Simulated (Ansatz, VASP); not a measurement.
## One calculation of Si3N4, two programs

```xyz
14
Lattice="7.6192 0.0000 0.0000 -3.8096 6.5985 0.0000 0.0000 0.0000 2.9113" Properties=species:S:1:pos:R:3 pbc="T T T"
Si   -1.5988    5.0665    0.7278
Si    2.4321    1.1487    2.1835
Si    0.2213    2.6806    0.7278
Si    5.4084    1.5319    2.1835
Si    1.3775    5.4498    0.7278
Si    3.5884    3.9179    2.1835
N     0.0000    4.3990    0.7278
N     3.8096    2.1995    2.1835
N     2.4001    0.1972    0.7278
N     1.0293    2.1771    2.1835
N     6.2484    1.9799    0.7278
N     1.4095    6.4013    2.1835
N     2.7804    4.4213    0.7278
N    -2.4388    4.6185    2.1835
```

Alike in both runs: functional PBE; dispersion D3(BJ); k mesh 6 × 6 × 8; occupations gaussian, width 0.02 eV; no spin polarisation.

Ansatz relaxed the structure, and its values are those at the end. VASP's run is a single point on that final structure, the one shown.

|  | VASP | Ansatz |
| --- | --- | --- |
| version | VASP 6.6.1 | Ansatz 0.2.0 |
| potentials or method | VASP PAW PBE potentials, release 64 (Si, N), cutoff 520 eV | scalar-relativistic, plane waves, PAW |
| valence electrons in the cell | 64 | 64 |

|  | VASP | Ansatz | Ansatz less VASP |
| --- | --- | --- | --- |
| gap on the k mesh at the Fermi level (eV) | 4.32 | 4.33 | +0.012 |
| least direct gap on the mesh (eV) | 4.51 | 4.52 | +0.011 |
| pressure (GPa) | -0.3 | 0.0 | +0.29 |
